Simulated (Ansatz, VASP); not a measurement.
**BaS: VASP beside Ansatz**

```
Ba S
1.0
     0.03194    3.20972    3.20972
     3.20972    0.03194    3.20972
     3.20972    3.20972    0.03194
Ba S
1 1
Direct
  0.00000 0.00000 0.00000
  0.50000 0.50000 0.50000
```

Change from the starting cell: equal xy, yz and zx shear strains of +1 %.

Alike in both runs: task single point; functional PBE; k mesh 8 × 8 × 8; occupations fermi-dirac, width 0.02 eV; no spin polarisation.

```csv
,VASP,Ansatz
version,VASP 6.6.1,Ansatz 0.2.0
potentials or method,"VASP PAW PBE potentials, release 64 (Ba_sv, S), cutoff 520 eV","all-electron LAPW, scalar-relativistic"
```

```tsv
	VASP	Ansatz	Ansatz less VASP
gap on the k mesh at the Fermi level (eV)	2.09	2.19	+0.099
pressure (GPa)	1.4	0.8	-0.59
traceless stress, the component that is largest in VASP (GPa)	-0.19	-0.19	0.000
```

Ansatz ran all-electron here, and VASP with PAW potentials.

Neither program's run includes spin-orbit coupling.
